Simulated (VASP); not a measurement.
# MgCd3Se4 (I4/mmm) in VASP: single point with PBE

Aim: the single point of MgCd3Se4 with PBE.

Program: VASP 6.6.1. These are calculated values, not measurements. Logs are shortened: lines on timing, memory, paths and dates and some standing lists are left out, and cuts for length are marked.

## Step 1: The cell of the first run

Symmetry: I4/mmm, No. 139, tetragonal system. The conventional cell has a = 5.684 Å, b = 5.684 Å, c = 11.406 Å, α = 90.00°, β = 90.00°, γ = 90.00°. Mg (site symmetry 4/mmm) has 6 Se at 2.78 to 2.84 Å within 3.7 Å. Within 3.7 Å of Cd (site symmetry -4m2) lie 6 Se at 2.84 to 2.85 Å. Within 3.7 Å of Cd (site symmetry 4/mmm) lie 6 Se at 2.84 to 2.93 Å. Within 3.7 Å of Se (site symmetry mmm) lie 2 Mg at 2.84 Å and 4 Cd at 2.84 to 2.85 Å. Se (site symmetry 4mm) has 1 Mg at 2.78 Å and 5 Cd at 2.84 to 2.93 Å within 3.7 Å.

## Step 2: Single point, PBE

Contents of INCAR:

```
SYSTEM = MgCd3Se4
  PREC = Accurate
  ENCUT = 520
  EDIFF = 1E-7
  ISMEAR = 0
  SIGMA = 0.1
  LREAL = .False.
  LASPH = .True.
  NELM = 80
  ALGO = Normal
  ISIF = 2
  LWAVE = .False.
  LCHARG = .False.
  GGA = PE
  NBANDS = 41
```

Contents of KPOINTS:

```
Automatic mesh
0
Gamma
  10 10 10
  0 0 0
```

Contents of POSCAR:

```
MgCd3Se4
1.0
   -2.8420638733      2.8420638733      5.7028412728
    2.8420638733     -2.8420638733      5.7028412728
    2.8420638733      2.8420638733     -5.7028412728
Mg Cd Se
1 3 4
Direct
    0.5000000000      0.5000000000      0.0000000000
    0.7500000000      0.2500000000      0.5000000000
    0.2500000000      0.7500000000      0.5000000000
    0.0000000000      0.0000000000      0.0000000000
    0.5000000000      0.0000000000      0.5000000000
    0.0000000000      0.5000000000      0.5000000000
    0.2566304889      0.2566304889      0.0000000000
    0.7433695111      0.7433695111      0.0000000000
```

Potentials or basis: VASP PAW PBE potentials, release 64 (Mg, Cd, Se).

The run is started by

```console
$ cat potpaw_PBE.64/Mg/POTCAR potpaw_PBE.64/Cd/POTCAR potpaw_PBE.64/Se/POTCAR > POTCAR
$ mpirun -np 1 vasp_std > vasp.out
```

OUTCAR:

```text
SYSTEM = MgCd3Se4
   PREC = Accurate
   ENCUT = 520
   EDIFF = 1E-7
   ISMEAR = 0
   LREAL = .False.
   LASPH = .True.
   NELM = 80
   ISIF = 2
   GGA = PE

 ion  position               nearest neighbor table
   1  0.500  0.500  0.000-   7 2.78   8 2.78   5 2.84   6 2.84   5 2.84   6 2.84
   2  0.750  0.250  0.500-   7 2.84   8 2.84   7 2.84   8 2.84   6 2.85   5 2.85
   3  0.250  0.750  0.500-   7 2.84   8 2.84   7 2.84   8 2.84   6 2.85   5 2.85
   4  0.000  0.000  0.000-   5 2.84   6 2.84   6 2.84   5 2.84   7 2.93   8 2.93
   5  0.500  0.000  0.500-   1 2.84   4 2.84   1 2.84   4 2.84   3 2.85   2 2.85
   6  0.000  0.500  0.500-   1 2.84   4 2.84   4 2.84   1 2.84   3 2.85   2 2.85
   7  0.257  0.257  0.000-   1 2.78   2 2.84   3 2.84   3 2.84   2 2.84   4 2.93
   8  0.743  0.743  0.000-   1 2.78   2 2.84   3 2.84   2 2.84   3 2.84   4 2.93

  LATTYP: Found a body centered tetragonal cell.
 ALAT       =     5.6841277466
 C/A-ratio  =     2.0065844847

  Lattice vectors:

 A1 = (  -2.8420638733,   2.8420638733,   5.7028412728)
 A2 = (   2.8420638733,  -2.8420638733,   5.7028412728)
 A3 = (   2.8420638733,   2.8420638733,  -5.7028412728)

Analysis of symmetry for initial positions (statically):
=====================================================================
 Subroutine PRICEL returns:
 Original cell was already a primitive cell.

 Routine SETGRP: Setting up the symmetry group for a
 body centered tetragonal supercell.

 Subroutine GETGRP returns: Found 16 space group operations
 (whereof 16 operations were pure point group operations)
 out of a pool of 16 trial point group operations.

The static configuration has the point symmetry D_4h.

Analysis of symmetry for dynamics (positions and initial velocities):
=====================================================================
 Subroutine PRICEL returns:
 Original cell was already a primitive cell.

 Routine SETGRP: Setting up the symmetry group for a
 body centered tetragonal supercell.

 Subroutine GETGRP returns: Found 16 space group operations
 (whereof 16 operations were pure point group operations)
 out of a pool of 16 trial point group operations.

The dynamic configuration has the point symmetry D_4h.

 Subroutine INISYM returns: Found 16 space group operations
 (whereof 16 operations are pure point group operations),
 and found     1 'primitive' translations

----------------------------------------------------------------------------------------

[... 112 lines left out ...]
   POTIM  = 0.5000    time-step for ionic-motion
   TEBEG  =    0.0;   TEEND  =   0.0 temperature during run
   PSTRESS=    0.0 pullay stress
   NELECT =      62.0000    total number of electrons
   NUPDOWN=      -1.0000    fix difference up-down
   EMIN   =  10.00;   EMAX   =-10.00  energy-range for DOS
   EFERMI =   0.00;   METHOD = LEGACY
   ISMEAR =     0;   SIGMA  =   0.10  broadening in eV -4-tet -1-fermi 0-gaus
   EFERMI_NEDOS =   21; number of points for ismear=-14 and -15
   IALGO  =     38    algorithm
   IMIX   =      4    mixing-type and parameters
     AMIX     =   0.40;   BMIX     =  1.00
     AMIX_MAG =   1.60;   BMIX_MAG =  1.00
  volume/ion in A,a.u.               =      23.03       155.43
  Fermi-wavevector in a.u.,A,eV,Ry     =   1.138673  2.151780 17.640995  1.296577
  Thomas-Fermi vector in A             =   2.275377
   LORBIT       =      0    0 simple, 1 ext, 2 COOP (PROOUT), +10 PAW based schemes
   GGA     = PE    functional components
   LHFCALC =     F    Hartree Fock is set to
   AEXX    =    0.0000 exact exchange contribution
   IVDW    =     0    specifies the selected vdW correction
   LEPSILON=     F    determine dielectric tensor
   LRPA    =     F    only Hartree local field effects (RPA)
 non-spin polarized calculation
 Gauss-broadening in eV      SIGMA  =   0.10
  energy-cutoff  :      520.00
  volume of cell :      184.25
 maximum number of plane-waves:      5002
 NGX is ok and might be reduce to    54
   NGX = 25   NGY = 25   NGZ = 25

 number of electron      61.9999995 magnetization

 Free energy of the ion-electron system (eV)
  ---------------------------------------------------
  ext. energy  EPLUGINS =         0.00000000
  ---------------------------------------------------
  free energy    TOTEN  =       -22.99777144 eV

  energy without entropy =      -22.99346240  energy(sigma->0) =      -22.99561692

 E-fermi :   2.5518     XC(G=0):  -9.8539

 val. band max:        2.5302071741   @ k =   0.5000   0.5000   0.0000
 cond. band min:       2.5609054826   @ k =   0.5000   0.5000   0.4000
 fundamental gap:      0.0306983085
 Fermi energy:         2.5518268359

 k-point     1 :       0.0000    0.0000    0.0000
  band No.  band energies     occupation
      1     -10.4234      2.00000
      2      -9.5416      2.00000
      3      -9.5152      2.00000
      4      -9.3802      2.00000
      5      -5.5124      2.00000
      6      -5.4839      2.00000
[... 1045 lines left out ...]
     40       8.4465      0.00000
     41       8.8480      0.00000

 [... further k-points ...]

------------------------ aborting loop because EDIFF is reached ----------------------------------------

  FORCE on cell =-STRESS in cart. coord.  units (eV):
  Direction    XX          YY          ZZ          XY          YZ          ZX
  --------------------------------------------------------------------------------------
  -------------------------------------------------------------------------------------
  Total        0.2644791      0.2644791      0.2439206      0.0000000      0.0000000      0.0000000
  in kB        2.2997623      2.2997623      2.1209971      0.0000000      0.0000000      0.0000000
  external PRESSURE =       2.2401739 kB  Pullay stress =       0.0000000 kB

 VOLUME and BASIS-vectors are now :
 -----------------------------------------------------------------------------
  energy-cutoff  :      520.00
  volume of cell :      184.25
      direct lattice vectors                 reciprocal lattice vectors
    -2.842063873  2.842063873  5.702841273     0.000000000  0.175928488  0.087675595
     2.842063873 -2.842063873  5.702841273     0.175928488  0.000000000  0.087675595
     2.842063873  2.842063873 -5.702841273     0.175928488  0.175928488  0.000000000

 POSITION                                       TOTAL-FORCE (eV/Angst)
 -----------------------------------------------------------------------------------
      0.00000      0.00000      5.70284        -0.000000     -0.000000     -0.000000
     -0.00000      2.84206      2.85142        -0.000000     -0.000000     -0.000000
      2.84206     -0.00000      2.85142        -0.000000     -0.000000     -0.000000
      0.00000      0.00000      0.00000        -0.000000     -0.000000     -0.000000
      0.00000      2.84206      0.00000        -0.000000     -0.000000     -0.000000
      2.84206      0.00000      0.00000        -0.000000     -0.000000     -0.000000
      0.00000      0.00000      2.92705        -0.000000     -0.000000      0.017161
      0.00000      0.00000      8.47864         0.000000      0.000000     -0.017161
 -----------------------------------------------------------------------------------
    total drift:                               -0.000000      0.000000      0.000000

  FREE ENERGIE OF THE ION-ELECTRON SYSTEM (eV)
  ---------------------------------------------------
  free  energy   TOTEN  =       -22.9977714406 eV

  energy  without entropy=      -22.9934624012  energy(sigma->0) =      -22.99561692
```

stdout:

```text
POSCAR found type information on POSCAR MgCdSe
 POSCAR found :  3 types and       8 ions
 scaLAPACK will be used
 LDA part: xc-table for (Slater+PW92), standard interpolation
 POSCAR, INCAR and KPOINTS ok, starting setup
 FFT: planning ... GRIDC
 FFT: planning ... GRID_SOFT
 FFT: planning ... GRID
 WAVECAR not read
 entering main loop
```

Run time: 16 min. Hardware: 1 thread of Intel Xeon Platinum 8488C (Sapphire Rapids), shared host; peak memory 0.87 GiB.

Results:

| Item | Value |
| --- | --- |
| Free energy | -22.9978 eV |
| Pressure | 0.2 GPa |
| Largest force | 0.017 eV/Å |
| Band gap on the k mesh | zero (bands 31 and 32 overlap by 0.42 eV) |

Forces on the atoms (eV/Å):
```
Mg   0.000  0.000  0.000
Cd   0.000  0.000  0.000
Cd   0.000  0.000  0.000
Cd   0.000  0.000  0.000
Se   0.000  0.000  0.000
Se   0.000  0.000  0.000
Se   0.000  0.000  0.017
Se   0.000  0.000 -0.017
```

Caveat: semilocal functionals underestimate gaps, so a narrow gap can read as zero.
